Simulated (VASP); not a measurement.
# Mo (Cmce) in VASP: single point with r2SCAN

Aim: the single point of Mo with r2SCAN.

Program: VASP 6.6.1. These are calculated values, not measurements. Logs are shortened: lines on timing, memory, paths and dates and some standing lists are left out, and cuts for length are marked.

## (1) The cell of the first run

The typed cell holds 4 atoms: a = 4.339 Å, b = 4.339 Å, c = 4.430 Å, α = 90.00°, β = 90.00°, γ = 118.59°.

## (2) Single point, r2SCAN

Input file POSCAR:

```
Mo
1.0
    2.2157703720     -3.7309106924      0.0000000000
    2.2157703720      3.7309106924      0.0000000000
    0.0000000000      0.0000000000      4.4296299959
Mo
4
Direct
    0.1613812185      0.8386187815      0.0002074152
    0.6613812185      0.3386187815      0.4997925848
    0.8386187815      0.1613812185      0.9997925848
    0.3386187815      0.6613812185      0.5002074152
```

Input file INCAR.step1:

```
PREC     = Accurate       # precision mode
ENCUT    = 520            # plane-wave cutoff, eV
ISMEAR   = 0              # smearing method
SIGMA    = 0.1            # smearing width, eV
LREAL    = False          # projectors in reciprocal space
LASPH    = True           # aspherical terms in the spheres
NELM     = 60             # most SCF steps
NBANDS   = 36             # bands
GGA      = PE             # functional
ALGO     = Normal         # electronic algorithm
EDIFF    = 1E-4           # SCF threshold, eV
LWAVE    = True           # write WAVECAR
LCHARG   = False          # write CHGCAR
```

Input file INCAR.step2:

```
PREC     = Accurate       # precision mode
ENCUT    = 520            # plane-wave cutoff, eV
EDIFF    = 1E-6           # SCF threshold, eV
ISMEAR   = 0              # smearing method
SIGMA    = 0.1            # smearing width, eV
LREAL    = False          # projectors in reciprocal space
LASPH    = True           # aspherical terms in the spheres
NELM     = 60             # most SCF steps
ALGO     = Normal         # electronic algorithm
ISIF     = 2              # what is computed and relaxed
LWAVE    = False          # write WAVECAR
LCHARG   = False          # write CHGCAR
METAGGA  = R2SCAN         # meta-GGA
LMIXTAU  = True         
NBANDS   = 36             # bands
ISTART   = 1
```

Input file KPOINTS:

```
Automatic mesh
0
Gamma
  6 6 4
```

Potentials or basis: VASP PAW PBE potentials, release 64 (Mo_sv).

Started as:

```bash
$ cat potpaw_PBE.64/Mo_sv/POTCAR > POTCAR
$ cp INCAR.step1 INCAR
$ mpirun -np 1 vasp_std > vasp.out
$ cp INCAR.step2 INCAR
$ mpirun -np 1 vasp_std > vasp.out
```

OUTCAR:

```text
PREC = Accurate
   ENCUT = 520
   EDIFF = 1E-6
   ISMEAR = 0
   LREAL = False
   LASPH = True
   NELM = 60
   ISIF = 2
   METAGGA = R2SCAN
   ISTART = 1

 ion  position               nearest neighbor table
   1  0.161  0.839  0.000-   3 2.41   4 2.58   4 2.58   3 2.58   3 2.58   2 3.13   2 3.13   2 3.13
                             2 3.13
   2  0.661  0.339  0.500-   4 2.41   3 2.58   3 2.58   4 2.58   4 2.58   1 3.13   1 3.13   1 3.13
                             1 3.13
   3  0.839  0.161  1.000-   1 2.41   2 2.58   2 2.58   1 2.58   1 2.58   4 3.13   4 3.13   4 3.13
                             4 3.13
   4  0.339  0.661  0.500-   2 2.41   1 2.58   1 2.58   2 2.58   2 2.58   3 3.13   3 3.13   3 3.13
                             3 3.13

  LATTYP: Found a base centered orthorhombic cell.
 ALAT       =     4.4315407440
 B/A-ratio  =     1.6837984385
 C/A-ratio  =     0.9995688298

  Lattice vectors:

 A1 = (   2.2157703720,  -3.7309106924,   0.0000000000)
 A2 = (   2.2157703720,   3.7309106924,   0.0000000000)
 A3 = (   0.0000000000,   0.0000000000,   4.4296299959)

Analysis of symmetry for initial positions (statically):
=====================================================================
 Subroutine PRICEL returns:
 Original cell was already a primitive cell.

 Routine SETGRP: Setting up the symmetry group for a
 base centered orthorhombic supercell.

 Subroutine GETGRP returns: Found  8 space group operations
 (whereof  4 operations were pure point group operations)
 out of a pool of  8 trial point group operations.

The static configuration has the point symmetry C_2h.
 The point group associated with its full space group is D_2h.

Analysis of symmetry for dynamics (positions and initial velocities):
=====================================================================
 Subroutine PRICEL returns:
 Original cell was already a primitive cell.

 Routine SETGRP: Setting up the symmetry group for a
 base centered orthorhombic supercell.

 Subroutine GETGRP returns: Found  8 space group operations
 (whereof  4 operations were pure point group operations)
 out of a pool of  8 trial point group operations.

The dynamic configuration has the point symmetry C_2h.
 The point group associated with its full space group is D_2h.

 Subroutine INISYM returns: Found  8 space group operations
 (whereof  4 operations are pure point group operations),
[... 84 lines left out ...]
   total plane-waves  NPLWV =  36864
   dimension x,y,z NGX =    32 NGY =   32 NGZ =   36
   dimension x,y,z NGXF=    64 NGYF=   64 NGZF=   72
   ions per type =               4
   NGX,Y,Z   is equivalent  to a cutoff of  12.26, 12.26, 13.51 a.u.
   NGXF,Y,Z  is equivalent  to a cutoff of  24.52, 24.52, 27.02 a.u.
 SYSTEM =  unknown system
   PREC   = accura    normal or accurate (medium, high low for compatibility)
   ISTART =      1    job   : 0-new  1-cont  2-samecut
   ICHARG =      0    charge: 1-file 2-atom 10-const
   ISPIN  =      1    spin polarized calculation?
   LNONCOLLINEAR =      F non collinear calculations
   LSORBIT =      F    spin-orbit coupling
   LASPH  =      T    aspherical Exc in radial PAW
   ENCUT  =  520.0 eV  38.22 Ry    6.18 a.u.   8.07  8.07  8.24*2*pi/ulx,y,z
   NELM   =     60;   NELMIN=  2; NELMDL=  0     # of ELM steps
   EDIFF  = 0.1E-05   stopping-criterion for ELM
   LREAL  =      F    real-space projection
[... 7 lines left out ...]
   TEBEG  =    0.0;   TEEND  =   0.0 temperature during run
   PSTRESS=    0.0 pullay stress
   NELECT =      56.0000    total number of electrons
   NUPDOWN=      -1.0000    fix difference up-down
   EMIN   =  10.00;   EMAX   =-10.00  energy-range for DOS
   EFERMI =   0.00;   METHOD = LEGACY
   ISMEAR =     0;   SIGMA  =   0.10  broadening in eV -4-tet -1-fermi 0-gaus
   EFERMI_NEDOS =   21; number of points for ismear=-14 and -15
   IALGO  =     38    algorithm
   IMIX   =      4    mixing-type and parameters
     AMIX     =   0.40;   BMIX     =  1.00
     AMIX_MAG =   1.60;   BMIX_MAG =  1.00
  volume/ion in A,a.u.               =      18.31       123.56
  Fermi-wavevector in a.u.,A,eV,Ry     =   1.497012  2.828942 30.491250  2.241044
  Thomas-Fermi vector in A             =   2.608954
   LORBIT       =      0    0 simple, 1 ext, 2 COOP (PROOUT), +10 PAW based schemes
   METAGGA = R2SCAN    functional components
   LHFCALC =     F    Hartree Fock is set to
   AEXX    =    0.0000 exact exchange contribution
   IVDW    =     0    specifies the selected vdW correction
   LEPSILON=     F    determine dielectric tensor
   LRPA    =     F    only Hartree local field effects (RPA)
 non-spin polarized calculation
 Gauss-broadening in eV      SIGMA  =   0.10
  energy-cutoff  :      520.00
  volume of cell :       73.24
 maximum number of plane-waves:      2000
   NGX = 17   NGY = 17   NGZ = 17

 number of electron      55.9999994 magnetization

 Free energy of the ion-electron system (eV)
  ---------------------------------------------------
  ext. energy  EPLUGINS =         0.00000000
  ---------------------------------------------------
  free energy    TOTEN  =      -100.35242061 eV

  energy without entropy =     -100.34253429  energy(sigma->0) =     -100.34747745

 E-fermi :   9.8111     XC(G=0): -13.2395

 val. band max:        9.8036470547   @ k =   0.5000   0.3333   0.0000
 cond. band min:       9.8118560975   @ k =   0.0000   0.0000   0.0000
 fundamental gap:      0.0082090428
 Fermi energy:         9.8110839390

 k-point     1 :       0.0000    0.0000    0.0000
  band No.  band energies     occupation
      1     -52.8985      2.00000
      2     -52.6218      2.00000
      3     -52.3880      2.00000
      4     -52.2019      2.00000
      5     -27.0411      2.00000
      6     -26.8446      2.00000
[... 925 lines left out ...]
     35      13.5358      0.00000
     36      14.1562      0.00000

 [... further k-points ...]
[... 5 lines left out ...]
  --------------------------------------------------------------------------------------
  -------------------------------------------------------------------------------------
  Total        0.4881580      0.7310823      0.4773920      0.0000000     -0.0000000      0.0000000
  in kB       10.6790830     15.9933623     10.4435633      0.0000000     -0.0000000      0.0000000
  external PRESSURE =      12.3720028 kB  Pullay stress =       0.0000000 kB

 VOLUME and BASIS-vectors are now :
 -----------------------------------------------------------------------------
  energy-cutoff  :      520.00
  volume of cell :       73.24
      direct lattice vectors                 reciprocal lattice vectors
     2.215770372 -3.730910692  0.000000000     0.225655152 -0.134015537  0.000000000
     2.215770372  3.730910692  0.000000000     0.225655152  0.134015537  0.000000000
     0.000000000  0.000000000  4.429629996     0.000000000  0.000000000  0.225752490

 POSITION                                       TOTAL-FORCE (eV/Angst)
 -----------------------------------------------------------------------------------
      2.21577      2.52671      0.00092         0.000000     -0.047790     -0.005138
      2.21577     -1.20420      2.21390         0.000000     -0.047790      0.005138
      2.21577     -2.52671      4.42871         0.000000      0.047790      0.005138
      2.21577      1.20420      2.21573         0.000000      0.047790     -0.005138
 -----------------------------------------------------------------------------------
    total drift:                                0.000000      0.000000      0.000000

  FREE ENERGIE OF THE ION-ELECTRON SYSTEM (eV)
  ---------------------------------------------------
  free  energy   TOTEN  =      -100.3524206088 eV

  energy  without entropy=     -100.3425342858  energy(sigma->0) =     -100.34747745
```

OSZICAR.step1:

```text
N       E                     dE             d eps       ncg     rms          rms(c)
DAV:   1     0.693699638204E+03    0.69370E+03   -0.35514E+04  2808   0.161E+03
DAV:   2    -0.174335044798E+02   -0.71113E+03   -0.69710E+03  3036   0.514E+02
DAV:   3    -0.410893419547E+02   -0.23656E+02   -0.22700E+02  3652   0.865E+01
DAV:   4    -0.415104866967E+02   -0.42114E+00   -0.41700E+00  3200   0.976E+00
DAV:   5    -0.415176299253E+02   -0.71432E-02   -0.71386E-02  3304   0.125E+00    0.250E+01
DAV:   6    -0.401968399945E+02    0.13208E+01   -0.31263E+00  2992   0.115E+01    0.843E+00
DAV:   7    -0.400215262460E+02    0.17531E+00   -0.64204E-01  3256   0.489E+00    0.153E+00
DAV:   8    -0.400084230817E+02    0.13103E-01   -0.36623E-02  3204   0.130E+00    0.205E-01
DAV:   9    -0.400083914611E+02    0.31621E-04   -0.12045E-03  3232   0.225E-01    0.144E-01
DAV:  10    -0.400084303087E+02   -0.38848E-04   -0.19605E-04  2092   0.109E-01
   1 F= -.40008430E+02 E0= -.40003149E+02  d E =-.105631E-01
```

Run time: 5 min. Hardware: 1 thread of Intel Xeon Platinum 8259CL at 2.50GHz (Skylake/Cascade Lake), shared host; peak memory 0.23 GiB.

Results:

```yaml
Free_energy: -100.3524 eV
Pressure: 1.2 GPa
Largest_force: 0.048 eV/Å
Band_gap_on_the_k_mesh: zero (band 28 reaches 9.97 eV, above the bottom of band 29 at 9.49 eV)
```

Forces in eV/Å, atoms in the order of the input:
```
Mo   0.000 -0.048 -0.005
Mo   0.000 -0.048  0.005
Mo   0.000  0.048  0.005
Mo   0.000  0.048 -0.005
```

Caveat: the PAW data sets were made with another functional, which shifts forces and pressure a little.
